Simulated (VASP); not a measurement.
Set up this calculation in VASP 6.6.1, as the native input.

- Task: single point
- Functional: PBE
- Potentials or basis: VASP PAW PBE potentials, release 64 (Zn, O)
- Cutoff: 600 eV
- k mesh: 6 × 6 × 8
- Occupations: gaussian, width 0.05 eV
- Spin: no spin polarisation
- Dipole correction: no
- Further INCAR settings: ALGO = Normal; EDIFF = 1e-06; NBANDS = 46

The structure of ZnO lies in POSCAR:

```
ZnO
1.0
    5.3271553314      0.0000000000      0.0000000000
    0.0000000000      5.3271553314      0.0000000000
    0.0000000000      0.0000000000      3.1463163092
Zn O
4 4
Direct
    0.1819728400      0.1819728400      0.5000000000
    0.8180271600      0.8180271600      0.5000000000
    0.6819728400      0.3180271600      0.0000000000
    0.3180271600      0.6819728400      0.0000000000
    0.8172472300      0.1827527700      0.5000000000
    0.1827527700      0.8172472300      0.5000000000
    0.6827527700      0.6827527700      0.0000000000
    0.3172472300      0.3172472300      0.0000000000
```

The input as run:

INCAR

```
SYSTEM = ZnO
  PREC = Accurate
  ENCUT = 600
  EDIFF = 1E-6
  ISMEAR = 0
  SIGMA = 0.05
  LREAL = .False.
  LASPH = .True.
  NELM = 120
  ALGO = Normal
  ISIF = 2
  LWAVE = .False.
  LCHARG = .False.
  GGA = PE
  NBANDS = 46
  GGA_COMPAT = .False.
```

KPOINTS

```
regular mesh
0
Gamma
  6 6 8
  0 0 0
```

Potentials or basis: VASP PAW PBE potentials, release 64 (Zn, O).

The run is started by

```sh
$ cat potpaw_PBE.64/Zn/POTCAR potpaw_PBE.64/O/POTCAR > POTCAR
$ mpirun -np 1 vasp_std > vasp.out
```

It gave:

The pressure is 25.6 GPa, the largest force is 0.145 eV/Å and the band gap on the k mesh is 0.89 eV.

Caveat: the cell stands under pressure.

Run time: 4.7 min on 1 thread of Oxide Virtual Turin-like Processor (shared host), peak memory 0.32 GiB.
